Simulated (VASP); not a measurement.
Wanted: the native input for a VASP 6.6.1 run.

```
Task                   : single point
Functional             : PBE
Potentials or basis    : VASP PAW PBE potentials, release 64 (Zn, Rh_pv, C, N)
Cutoff                 : 520 eV
k mesh                 : 4 × 4 × 4
Occupations            : gaussian, width 0.1 eV
Spin                   : collinear spin, ferromagnetic start
Starting moments       : [0.0, 1.0, 0.0, 0.0, 0.0, 0.0, 0.0, 0.0, 0.0, 0.0] μB
Dipole correction      : no
Further INCAR settings : ALGO = Normal; EDIFF = 1e-06; NBANDS = 46
```

The structure of ZnRhC4N4 lies in POSCAR:

```
ZnRhC4N4
1.0
    5.8826218900      0.0000000000      0.0000000000
    0.0000000000      5.8826218900      0.0000000000
    0.0000000000      0.0000000000      5.8826218900
Zn Rh C N
1 1 4 4
Direct
    0.0000000000      0.0000000000      0.0000000000
    0.5000000000      0.5000000000      0.5000000000
    0.1881440800      0.1881440800      0.1881440800
    0.1881440800      0.8118559200      0.8118559200
    0.8118559200      0.1881440800      0.8118559200
    0.8118559200      0.8118559200      0.1881440800
    0.3029738000      0.3029738000      0.3029738000
    0.3029738000      0.6970262000      0.6970262000
    0.6970262000      0.3029738000      0.6970262000
    0.6970262000      0.6970262000      0.3029738000
```

One way to write it, as run:

INCAR

```
SYSTEM = ZnRhC4N4
PREC = Accurate ; ENCUT = 520
EDIFF = 1E-6 ; ISMEAR = 0
SIGMA = 0.1 ; LREAL = .FALSE.
LASPH = .TRUE. ; NELM = 150
ALGO = Normal ; ISIF = 2
LWAVE = .FALSE. ; LCHARG = .FALSE.
ISPIN = 2 ; MAGMOM = 0 1 0 0 0 0 0 0 0 0
LORBIT = 11 ; LMAXMIX = 4
GGA = PE ; NBANDS = 46
```

KPOINTS

```
Automatic mesh
0
G
  4 4 4
  0 0 0
```

Potentials or basis: VASP PAW PBE potentials, release 64 (Zn, Rh_pv, C, N).

Launch:

```sh
$ cat potpaw_PBE.64/Zn/POTCAR potpaw_PBE.64/Rh_pv/POTCAR potpaw_PBE.64/C/POTCAR potpaw_PBE.64/N/POTCAR > POTCAR
$ mpirun -np 1 vasp_std > vasp.out
```

It gave:

- Pressure: 3.6 GPa
- Largest force: 0.941 eV/Å
- Band gap on the k mesh: 1.09 eV (least direct gap 1.26 eV)
- Net moment: 3.00 μB per cell
- Site moments: Zn +0.02; Rh +2.03; C +0.06; N +0.07 μB
- Valence electrons inside the program's atomic spheres: Zn 11.21; Rh 13.56; C 2.59; N 3.89

Caveat: the cell stands under pressure.

Run time: 2.6 min on 1 thread of AMD EPYC 9R45 96-Core Processor (Zen 5) (shared host), peak memory 0.46 GiB.
